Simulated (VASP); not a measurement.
# CoPtO2 (R-3m) in VASP: settings compared

CoPtO2 is run at these levels: PBEsol, LDA; tasks: single point.

All numbers are computed with VASP 6.6.1; they aren't measurements. Logs are shortened: lines on timing, memory, paths and dates and some standing lists are left out, and cuts for length are marked.

## (1) The cell of the first run

The structure is trigonal, space group R-3m (No. 166). The conventional cell has a = 2.825 Å, b = 2.825 Å, c = 17.818 Å, α = 90.00°, β = 90.00°, γ = 120.00°. Pt (site symmetry -3m) has 2 O at 2.00 Å within 2.6 Å. Co (site symmetry -3m) has 6 O at 1.90 Å within 2.5 Å. Within 2.5 Å of O (site symmetry 3m) lie 3 Co at 1.90 Å and 1 Pt at 2.00 Å.

## (2) Single point, PBEsol, collinear spin, ferromagnetic start

INCAR

```
SYSTEM = CoPtO2
PREC = Accurate
ENCUT = 520
EDIFF = 1E-7
ISMEAR = -1
SIGMA = 0.05
LREAL = .FALSE.
LASPH = .TRUE.
NELM = 150
ALGO = Normal
ISIF = 2
LWAVE = .FALSE.
LCHARG = .FALSE.
ISPIN = 2
MAGMOM = 0 0.19 0 0
LORBIT = 11
LMAXMIX = 4
GGA = PS
NBANDS = 28
```

KPOINTS

```
regular mesh
0
G
  11 11 11
  0 0 0
```

POSCAR

```
CoPtO2
1.0
    1.4122699173      0.8153744169      5.9393891094
   -1.4122699173      0.8153744169      5.9393891094
    0.0000000000     -1.6307488338      5.9393891094
Pt Co O
1 1 2
Direct
    0.0000000000      0.0000000000      0.0000000000
    0.5000000000      0.5000000000      0.5000000000
    0.1122440300      0.1122440300      0.1122440300
    0.8877559700      0.8877559700      0.8877559700
```

Potentials or basis: VASP PAW PBE potentials, release 64 (Pt, Co, O).

Started as:

```console
$ cat potpaw_PBE.64/Pt/POTCAR potpaw_PBE.64/Co/POTCAR potpaw_PBE.64/O/POTCAR > POTCAR
$ mpirun -np 1 vasp_std > vasp.out
```

OUTCAR:

```text
SYSTEM = CoPtO2
   PREC = Accurate
   ENCUT = 520
   EDIFF = 1E-7
   ISMEAR = -1
   LREAL = .FALSE.
   LASPH = .TRUE.
   NELM = 150
   ISIF = 2
   ISPIN = 2
   LORBIT = 11
   GGA = PS

 ion  position               nearest neighbor table
   1  0.000  0.000  0.000-   3 2.00   4 2.00
   2  0.500  0.500  0.500-   3 1.90   4 1.90   3 1.90   3 1.90   4 1.90   4 1.90
   3  0.112  0.112  0.112-   2 1.90   2 1.90   2 1.90   1 2.00
   4  0.888  0.888  0.888-   2 1.90   2 1.90   2 1.90   1 2.00

  LATTYP: Found a trigonal (rhomboedric) cell.
 ALAT       =     6.1591951383
 COS(alpha) =     0.8948480128

  Lattice vectors:

 A1 = (   1.4122699173,   0.8153744169,   5.9393891094)
 A2 = (  -1.4122699173,   0.8153744169,   5.9393891094)
 A3 = (   0.0000000000,  -1.6307488338,   5.9393891094)

Analysis of symmetry for initial positions (statically):
=====================================================================
 Subroutine PRICEL returns:
 Original cell was already a primitive cell.

 Routine SETGRP: Setting up the symmetry group for a
 trigonal (rhombohedral) supercell.

 Subroutine GETGRP returns: Found 12 space group operations
 (whereof 12 operations were pure point group operations)
 out of a pool of 12 trial point group operations.

The static configuration has the point symmetry D_3d.

Analysis of symmetry for dynamics (positions and initial velocities):
=====================================================================
 Subroutine PRICEL returns:
 Original cell was already a primitive cell.

 Routine SETGRP: Setting up the symmetry group for a
 trigonal (rhombohedral) supercell.

 Subroutine GETGRP returns: Found 12 space group operations
 (whereof 12 operations were pure point group operations)
 out of a pool of 12 trial point group operations.

The dynamic configuration has the point symmetry D_3d.

Analysis of structural, dynamic, and magnetic symmetry:
=====================================================================
 Subroutine PRICEL returns:
 Original cell was already a primitive cell.

 Routine SETGRP: Setting up the symmetry group for a
 trigonal (rhombohedral) supercell.

 Subroutine GETGRP returns: Found 12 space group operations
 (whereof 12 operations were pure point group operations)
 out of a pool of 12 trial point group operations.

The overall configuration has the point symmetry D_3d.

 Subroutine INISYM returns: Found 12 space group operations
 (whereof 12 operations are pure point group operations),
 and found     1 'primitive' translations

----------------------------------------------------------------------------------------

                                     Primitive cell

  volume of cell :      41.0363

  direct lattice vectors                    reciprocal lattice vectors
     1.412269917  0.815374417  5.939389109     0.354039971  0.204405072  0.056122495
    -1.412269917  0.815374417  5.939389109    -0.354039971  0.204405072  0.056122495
     0.000000000 -1.630748834  5.939389109     0.000000000 -0.408810145  0.056122495

  length of vectors
     6.159195138  6.159195138  6.159195138     0.412644482  0.412644482  0.412644482

  position of ions in fractional coordinates (direct lattice)
     0.000000000  0.000000000  0.000000000
     0.500000000  0.500000000  0.500000000
     0.112244030  0.112244030  0.112244030
     0.887755970  0.887755970  0.887755970

  ion indices of the primitive-cell ions
   primitive index   ion index
                 1           1
                 2           2
                 3           3
                 4           4

----------------------------------------------------------------------------------------

 KPOINTS: regular mesh

Automatic generation of k-mesh.
 Grid dimensions read from file:
 generate k-points for:   11   11   11

 Generating k-lattice:

  Cartesian coordinates                     Fractional coordinates (reciprocal lattice)
     0.032185452  0.018582279  0.005102045     0.090909091  0.000000000  0.000000000
    -0.032185452  0.018582279  0.005102045     0.000000000  0.090909091  0.000000000
     0.000000000 -0.037164559  0.005102045     0.000000000  0.000000000  0.090909091

  Length of vectors
     0.037513135  0.037513135  0.037513135

  Shift w.r.t. Gamma in fractional coordinates (k-lattice)
     0.000000000  0.000000000  0.000000000

 Subroutine IBZKPT returns following result:
 ===========================================

 Found    146 irreducible k-points:

 Following reciprocal coordinates:
            Coordinates               Weight
  0.000000  0.000000  0.000000      1.000000
  0.090909 -0.000000  0.000000      6.000000
  0.181818 -0.000000 -0.000000      6.000000
  0.272727 -0.000000  0.000000      6.000000
  0.363636  0.000000 -0.000000      6.000000
  0.454545 -0.000000  0.000000      6.000000
[... 16 lines left out ...]
 -0.272727  0.181818 -0.000000     12.000000
 -0.181818  0.181818  0.000000      6.000000
 [... further k-points ...]
   k-points           NKPTS =    146   k-points in BZ     NKDIM =    146   number of bands    NBANDS=     28
   number of dos      NEDOS =    301   number of ions     NIONS =      4
   total plane-waves  NPLWV = 110592
   dimension x,y,z NGX =    48 NGY =   48 NGZ =   48
   dimension x,y,z NGXF=    96 NGYF=   96 NGZF=   96
   ions per type =               1   1   2
   NGX,Y,Z   is equivalent  to a cutoff of  12.96, 12.96, 12.96 a.u.
   NGXF,Y,Z  is equivalent  to a cutoff of  25.91, 25.91, 25.91 a.u.
 SYSTEM =  CoPtO2
   PREC   = accura    normal or accurate (medium, high low for compatibility)
   ISTART =      0    job   : 0-new  1-cont  2-samecut
   ICHARG =      2    charge: 1-file 2-atom 10-const
   ISPIN  =      2    spin polarized calculation?
   LNONCOLLINEAR =      F non collinear calculations
   LSORBIT =      F    spin-orbit coupling
   LASPH  =      T    aspherical Exc in radial PAW
   ENCUT  =  520.0 eV  38.22 Ry    6.18 a.u.  11.45 11.45 11.45*2*pi/ulx,y,z
   NELM   =    150;   NELMIN=  2; NELMDL= -5     # of ELM steps
   EDIFF  = 0.1E-06   stopping-criterion for ELM
   LREAL  =      F    real-space projection
   EDIFFG = 0.1E-05   stopping-criterion for IOM
   NSW    =      0    number of steps for IOM
   IBRION =     -1    ionic relax: 0-MD 1-quasi-New 2-CG
   NFREE  =      0    steps in history (QN), initial steepest desc. (CG)
   ISIF   =      2    stress and relaxation
   ISYM   =      2    0-nonsym 1-usesym 2-fastsym
   POTIM  = 0.5000    time-step for ionic-motion
   TEBEG  =    0.0;   TEEND  =   0.0 temperature during run
   PSTRESS=    0.0 pullay stress
   NELECT =      31.0000    total number of electrons
   NUPDOWN=      -1.0000    fix difference up-down
   EMIN   =  10.00;   EMAX   =-10.00  energy-range for DOS
   EFERMI =   0.00;   METHOD = LEGACY
   ISMEAR =    -1;   SIGMA  =   0.05  broadening in eV -4-tet -1-fermi 0-gaus
   EFERMI_NEDOS =   21; number of points for ismear=-14 and -15
   IALGO  =     38    algorithm
   IMIX   =      4    mixing-type and parameters
     AMIX     =   0.40;   BMIX     =  1.00
     AMIX_MAG =   1.60;   BMIX_MAG =  1.00
  volume/ion in A,a.u.               =      10.26        69.23
  Fermi-wavevector in a.u.,A,eV,Ry     =   1.490983  2.817550 30.246177  2.223031
  Thomas-Fermi vector in A             =   2.603696
   LORBIT       =     11    0 simple, 1 ext, 2 COOP (PROOUT), +10 PAW based schemes
   GGA     = PS    functional components
   LHFCALC =     F    Hartree Fock is set to
   AEXX    =    0.0000 exact exchange contribution
   IVDW    =     0    specifies the selected vdW correction
   LEPSILON=     F    determine dielectric tensor
   LRPA    =     F    only Hartree local field effects (RPA)
 spin polarized calculation
  energy-cutoff  :      520.00
  volume of cell :       41.04
 maximum number of plane-waves:      1120
 NGX is ok and might be reduce to    48
   NGX = 23   NGY = 23   NGZ = 23

 number of electron      30.9999999 magnetization       0.0000023

 number of electron      30.9999999 magnetization      -0.0000035

 Free energy of the ion-electron system (eV)
  ---------------------------------------------------
  ext. energy  EPLUGINS =         0.00000000
  ---------------------------------------------------
  free energy    TOTEN  =       -28.75749665 eV

  energy without entropy =      -28.75229065  energy(sigma->0) =      -28.75489365

 E-fermi :   8.6131     XC(G=0): -12.9318

 val. band max:        8.5524393542   @ k =  -0.3636  -0.3636   0.0909
 cond. band min:       8.6708951690   @ k =   0.4545   0.4545   0.0000
 fundamental gap:      0.1184558148
 Fermi energy:         8.6131062833

 spin component 1

 k-point     1 :       0.0000    0.0000    0.0000
  band No.  band energies     occupation
      1     -12.9929      1.00000
      2     -11.0526      1.00000
      3      -1.1709      1.00000
      4       1.4795      1.00000
      5       2.0110      1.00000
      6       2.0110      1.00000
[... 19 lines left out ...]
     26      26.7744      0.00000
     27      30.0040      0.00000
[... 667 lines left out ...]
      5       1.8471      1.00000
      6       2.3625      1.00000
[... 19 lines left out ...]
     26      26.1756      0.00000
     27      26.5671      0.00000

 [... further k-points ...]

 spin component 2

 k-point     1 :       0.0000    0.0000    0.0000
  band No.  band energies     occupation
      1     -12.9929      1.00000
      2     -11.0526      1.00000
      3      -1.1709      1.00000
      4       1.4795      1.00000
      5       2.0110      1.00000
      6       2.0110      1.00000
[... 19 lines left out ...]
     26      26.7744      0.00000
     27      30.0040      0.00000
[... 667 lines left out ...]
      5       1.8471      1.00000
      6       2.3625      1.00000
[... 19 lines left out ...]
     26      26.1756      0.00000
     27      26.5671      0.00000

 [... further k-points ...]

 [bands above 27 left out]

------------------------ aborting loop because EDIFF is reached ----------------------------------------

  FORCE on cell =-STRESS in cart. coord.  units (eV):
  Direction    XX          YY          ZZ          XY          YZ          ZX
  --------------------------------------------------------------------------------------
  -------------------------------------------------------------------------------------
  Total       -1.0165602     -1.0165602     -1.4682900     -0.0000000      0.0000000      0.0000000
  in kB      -39.6895225    -39.6895225    -57.3263930     -0.0000000      0.0000000      0.0000000
  external PRESSURE =     -45.5684793 kB  Pullay stress =       0.0000000 kB

 VOLUME and BASIS-vectors are now :
 -----------------------------------------------------------------------------
  energy-cutoff  :      520.00
  volume of cell :       41.04
      direct lattice vectors                 reciprocal lattice vectors
     1.412269917  0.815374417  5.939389109     0.354039971  0.204405072  0.056122495
    -1.412269917  0.815374417  5.939389109    -0.354039971  0.204405072  0.056122495
     0.000000000 -1.630748834  5.939389109     0.000000000 -0.408810145  0.056122495

 POSITION                                       TOTAL-FORCE (eV/Angst)
 -----------------------------------------------------------------------------------
      0.00000      0.00000      0.00000         0.000000      0.000000     -0.000000
      0.00000      0.00000      8.90908        -0.000000     -0.000000     -0.000000
      0.00000      0.00000      1.99998         0.000000      0.000000     -0.005572
      0.00000      0.00000     15.81818         0.000000      0.000000      0.005572
 -----------------------------------------------------------------------------------
    total drift:                                0.000000      0.000000     -0.000000

  FREE ENERGIE OF THE ION-ELECTRON SYSTEM (eV)
  ---------------------------------------------------
  free  energy   TOTEN  =       -28.7574966495 eV

  energy  without entropy=      -28.7522906519  energy(sigma->0) =      -28.75489365

 total charge

# of ion       s       p       d       tot
------------------------------------------
    1        0.646   0.574   8.002   9.221
    2        0.435   0.674   7.373   8.482
    3        1.551   3.435   0.000   4.986
    4        1.551   3.435   0.000   4.986
--------------------------------------------------
tot          4.183   8.117  15.375  27.675

 magnetization (x)

# of ion       s       p       d       tot
------------------------------------------
    1       -0.000  -0.000  -0.000  -0.000
    2       -0.000  -0.000   0.000   0.000
    3        0.000  -0.000   0.000  -0.000
    4        0.000  -0.000   0.000  -0.000
--------------------------------------------------
tot         -0.000  -0.000   0.000   0.000
```

Wall time 25 min (1 thread of Intel Xeon Platinum 8259CL at 2.50GHz (Skylake/Cascade Lake), shared host); peak memory 0.59 GiB.

What came out:

```
Free energy                                           : -28.7575 eV
Pressure                                              : -4.6 GPa
Largest force                                         : 0.006 eV/Å
Net moment                                            : 0.00 μB per cell
Valence electrons inside the program's atomic spheres : Pt 9.22; Co 8.48; O 4.99
```

Forces in eV/Å, atoms in the order of the input:
```
Pt   0.000  0.000  0.000
Co   0.000  0.000  0.000
O    0.000  0.000 -0.006
O    0.000  0.000  0.006
```

Stress tensor (GPa, compression positive):
```
-3.97  0.00  0.00
 0.00 -3.97  0.00
 0.00  0.00 -5.73
```

Caveat: the PAW data sets were made with another functional, which shifts forces and pressure a little; spin-orbit coupling is left out, which moves the levels of the heavy elements; semilocal functionals often make such compounds metallic where correlation or magnetic order opens a gap, which also shifts bond lengths. With open d or f shells a metallic result of PBEsol can be an artefact of self-interaction; +U or a hybrid may open a gap.

## (3) Single point, LDA, collinear spin, ferromagnetic start (volume scaled by 0.96)

INCAR

```
SYSTEM = CoPtO2
ALGO = Normal ; EDIFF = 1E-6
ENCUT = 520 ; GGA = CA
ISIF = 2 ; ISMEAR = -1
ISPIN = 2 ; LASPH = .TRUE.
LCHARG = .FALSE. ; LMAXMIX = 4
LORBIT = 11 ; LREAL = .FALSE.
LWAVE = .FALSE. ; MAGMOM = 0 2 0 0
NBANDS = 28 ; NELM = 150
PREC = Accurate ; SIGMA = 0.05
```

KPOINTS

```
k-points
0
G
  11 11 11
  0 0 0
```

POSCAR

```
CoPtO2
1.0
    1.3931828489      0.8043544928      5.8591172543
   -1.3931828489      0.8043544928      5.8591172543
    0.0000000000     -1.6087089856      5.8591172543
Pt Co O
1 1 2
Direct
    0.0000000000      0.0000000000      0.0000000000
    0.5000000000      0.5000000000      0.5000000000
    0.1122440300      0.1122440300      0.1122440300
    0.8877559700      0.8877559700      0.8877559700
```

Potentials or basis: VASP PAW LDA potentials, release 64 (Pt, Co, O).

Started as:

```console
$ cat potpaw_LDA.64/Pt/POTCAR potpaw_LDA.64/Co/POTCAR potpaw_LDA.64/O/POTCAR > POTCAR
$ mpirun -np 1 vasp_std > vasp.out
```

Run time: 23 min. Hardware: 1 thread of Intel Xeon 6975P-C (Granite Rapids), shared host; peak memory 0.46 GiB.

The run converged. Its results:

* Free energy: -30.9206 eV
* Pressure: -0.3 GPa
* Largest force: 0.014 eV/Å
* Net moment: 0.00 μB per cell
* Valence electrons inside the program's atomic spheres: Pt 9.34; Co 8.63; O 5.01

Forces in eV/Å, atoms in the order of the input:
```
Pt   0.000  0.000  0.000
Co   0.000  0.000  0.000
O    0.000  0.000  0.014
O    0.000  0.000 -0.014
```

Levels at points of the mesh, in eV from the Fermi level:
Spin up:
```
           k point  band 12  band 13  band 14  band 15  band 16  band 17  band 18  band 19  band 20  band 21
(0.00, 0.00, 0.00)    -2.06    -2.06    -1.77    -1.77    -1.60     1.85     1.85     2.95     5.34     9.19
```
Spin down:
```csv
k point,band 12,band 13,band 14,band 15,band 16,band 17,band 18,band 19,band 20,band 21
"(0.00, 0.00, 0.00)",-2.06,-2.06,-1.77,-1.77,-1.60,1.85,1.85,2.95,5.34,9.19
```

Caveat: the starting moments collapsed, and a magnetic state may lie lower; spin-orbit coupling is left out, which moves the levels of the heavy elements; semilocal functionals often make such compounds metallic where correlation or magnetic order opens a gap, which also shifts bond lengths.

## (4) Single point, LDA, collinear spin, ferromagnetic start (volume scaled by 0.98)

INCAR

```
  PREC = Accurate
  ENCUT = 520
  EDIFF = 1E-6
  ISMEAR = -1
  SIGMA = 0.05
  LREAL = False
  LASPH = True
  NELM = 150
  ALGO = Normal
  ISIF = 2
  LWAVE = False
  LCHARG = True
  ISPIN = 2
  MAGMOM = 0 2 0 0
  LORBIT = 11
  LMAXMIX = 4
  GGA = CA
  LELF = True
  LVHAR = True
  NBANDS = 28
```

KPOINTS

```
regular mesh
0
Gamma
  11 11 11
```

POSCAR

```
CoPtO2
1.0
    1.4027913101      0.8099019405      5.8995262364
   -1.4027913101      0.8099019405      5.8995262364
    0.0000000000     -1.6198038810      5.8995262364
Pt Co O
1 1 2
Direct
    0.0000000000      0.0000000000      0.0000000000
    0.5000000000      0.5000000000      0.5000000000
    0.1122440300      0.1122440300      0.1122440300
    0.8877559700      0.8877559700      0.8877559700
```

Started as:

```console
$ cat potpaw_LDA.64/Pt/POTCAR potpaw_LDA.64/Co/POTCAR potpaw_LDA.64/O/POTCAR > POTCAR
$ mpirun -np 1 vasp_std > vasp.out
```

It took 24 min on 1 thread of Intel Xeon 6975P-C (Granite Rapids), shared host; peak memory 0.46 GiB.

The run converged. Its results:

| Item | Value |
| --- | --- |
| Free energy | -30.9052 eV |
| Pressure | -6.1 GPa |
| Largest force | 0.053 eV/Å |
| Net moment | 0.00 μB per cell |
| Valence electrons inside the program's atomic spheres | Pt 9.29; Co 8.56; O 4.99 |

Forces in eV/Å, atoms in the order of the input:
```
Pt   0.000  0.000  0.000
Co   0.000  0.000  0.000
O    0.000  0.000  0.053
O    0.000  0.000 -0.053
```

Stress tensor (GPa, compression positive):
```
-5.57  0.00  0.00
 0.00 -5.57  0.00
 0.00  0.00 -7.30
```

Levels at points of the mesh, in eV from the Fermi level:
Spin up:
| k point | band 12 | band 13 | band 14 | band 15 | band 16 | band 17 | band 18 | band 19 | band 20 | band 21 |
| --- | --- | --- | --- | --- | --- | --- | --- | --- | --- | --- |
| (0.00, 0.00, 0.00) | -1.97 | -1.97 | -1.70 | -1.70 | -1.53 | 1.82 | 1.82 | 2.84 | 5.37 | 9.03 |
Spin down:
```csv
k point,band 13,band 14,band 15,band 16,band 17,band 18,band 19,band 20
"(0.00, 0.00, 0.00)",-1.97,-1.70,-1.70,-1.53,1.82,1.82,2.84,5.37
```

Caveat: the starting moments collapsed, and a magnetic state may lie lower; spin-orbit coupling is left out, which moves the levels of the heavy elements; semilocal functionals often make such compounds metallic where correlation or magnetic order opens a gap, which also shifts bond lengths.
